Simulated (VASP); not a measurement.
Wanted: the native input for a VASP 6.6.1 run.

```yaml
Task: single point
Functional: LDA
Potentials_or_basis: VASP PAW LDA potentials, release 64 (O_h, H_h, Li_sv, Cl)
Cutoff: 1000 eV
k_mesh: 1 × 1 × 1
Occupations: fermi-dirac, width 0.002 eV
Spin: no spin polarisation
Dipole_correction: no
Further_INCAR_settings: LREAL = Auto; ALGO = Normal; EDIFF = 1e-06; NBANDS = 45
```

The structure of LiH12ClO6 lies in POSCAR:

```
LiH12ClO6
1.0
    5.6378390000      0.0000000000      0.0000000000
    0.0000000000      5.6378390000      0.0000000000
    0.0000000000      0.0000000000      5.6378390000
O H Li Cl
6 12 1 1
Direct
    0.8216623426      0.1414371712      0.5771005522
    0.1376768652      0.3761547643      0.8079868900
    0.3921538022      0.2192506739      0.1766989089
    1.0045338294      0.9194125622      0.0038312552
    0.9618401661      0.4346878299      0.2333695588
    0.1977885498      0.7709336858      0.4478311637
    0.7154514345      0.2751586202      0.6123800272
    0.7385808641     -0.0036361450      0.6259667933
    0.0450527232      0.2596207519      0.7155046464
    0.0050906030      0.4097491965      0.9245386397
    0.3686164149      0.0738935610      0.2596739637
    0.3003455757      0.2149937237      0.0286989394
    1.0474580775      0.8929130470      0.1729563402
    0.8560194784      0.8264336743     -0.0048600182
    1.1235155882      0.3438551544      0.2400919927
    0.8471330948      0.3265258196      0.3152626388
    0.3563422084      0.6882779022      0.4531700888
    0.0882607680      0.6576810725      0.3656897616
    0.2174059955      0.6962951585      0.7652754894
    0.6212664108      0.6724030253      0.7092433821
```

One way to write it, as run:

INCAR

```
PREC = Accurate ; ENCUT = 1000
EDIFF = 1E-6 ; ISMEAR = -1
SIGMA = 0.002 ; LREAL = Auto
LASPH = T ; NELM = 120
ALGO = Normal ; ISIF = 2
LWAVE = F ; LCHARG = T
GGA = CA ; LELF = T
LVHAR = T ; NBANDS = 45
GGA_COMPAT = F
```

KPOINTS

```
Automatic mesh
0
Gamma
  1 1 1
```

Potentials or basis: VASP PAW LDA potentials, release 64 (O_h, H_h, Li_sv, Cl).

The run is started by

```console
$ cat potpaw_LDA.64/O_h/POTCAR potpaw_LDA.64/H_h/POTCAR potpaw_LDA.64/Li_sv/POTCAR potpaw_LDA.64/Cl/POTCAR > POTCAR
$ mpirun -np 1 vasp_gam > vasp.out
```

It gave:

```json
{
  "Pressure": "0.8 GPa",
  "Largest force": "1.414 eV/Å"
}
```

Caveat: the k points lie up to 1.11 Å⁻¹ apart, too coarse for converged energies, forces and pressures; the atoms stand as in a frame of molecular dynamics.

Wall time 33 s on 1 thread of AMD EPYC 7R13 Processor (Zen 3), on a shared host, peak memory 0.33 GiB.
